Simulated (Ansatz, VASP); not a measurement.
# PbO: VASP beside Ansatz

```
CELL_PARAMETERS angstrom
3.98748 0.00000 0.00000
0.00000 3.98748 0.00000
0.00000 0.00000 5.07988
ATOMIC_POSITIONS crystal
Pb 0.00000 0.50000 0.23316
Pb 0.50000 0.00000 0.76684
O 0.00000 0.00000 0.00000
O 0.50000 0.50000 0.00000
```

Alike in both runs: task single point; functional PBEsol; k mesh 6 × 6 × 6; no spin polarisation.

|  | VASP | Ansatz |
| --- | --- | --- |
| version | VASP 6.6.1 | Ansatz 0.2.0 |
| potentials or method | VASP PAW PBE potentials, release 64 (Pb_d, O) | PAW with Ansatz's default frozen-core files, scalar-relativistic |
| plane-wave cutoff (eV) | 520 | 420 |
| occupations | gaussian, width 0.01 eV | fixed |
| valence electrons in the cell | 40 | 40 |

```csv
,VASP,Ansatz,Ansatz less VASP
gap on the k mesh at the Fermi level (eV),1.25,1.24,-0.008
pressure (GPa),0.1,0.0,-0.09
rms of the force components (eV/Å),0.018,0.000,-0.0182
```

VASP's potentials were made for PBE, not for PBEsol. Atom by atom the forces differ by 0.018 eV/Å (rms over components).

Neither program's run includes spin-orbit coupling.
